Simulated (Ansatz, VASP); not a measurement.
# Two plane-wave programs on Be4Si

```
CELL_PARAMETERS angstrom
3.60648 0.00000 0.00000
0.00000 3.60648 0.00000
0.00000 0.00000 7.54696
ATOMIC_POSITIONS crystal
Be 0.00000 0.00000 0.00000
Be 0.50000 0.50000 0.00000
Be 0.00000 0.50000 0.48100
Be 0.50000 0.00000 0.51900
Be 0.00000 0.00000 0.30400
Be 0.50000 0.50000 0.30400
Be 0.50000 0.50000 0.69600
Be 0.00000 0.00000 0.69600
Si 0.00000 0.50000 0.16900
Si 0.50000 0.00000 0.83100
```

Alike in both runs: task single point; functional r2SCAN; k mesh 7 × 7 × 4; occupations tetrahedron; no spin polarisation.

|  | VASP | Ansatz |
| --- | --- | --- |
| version | VASP 6.6.1 | Ansatz 0.2.0 |
| potentials or method | VASP PAW PBE potentials, release 64 (Be, Si), cutoff 520 eV | PAW plane waves |
| valence electrons in the cell | 24 | 24 |

VASP gave:

```
pressure (GPa)                     : 11.7
rms of the force components (eV/Å) : 0.975
```

Q: What did Ansatz give for the same quantities?

A: Pressure (GPa): 11.5; rms of the force components (eV/Å): 0.972.

VASP's potentials were made for PBE, not for r2SCAN. The functional is the same, so the differences come from potentials, cutoffs and numerics. Ansatz's warnings: band table not solved further, product built on unsolved table, tetrahedron derivatives may miss energy slope.
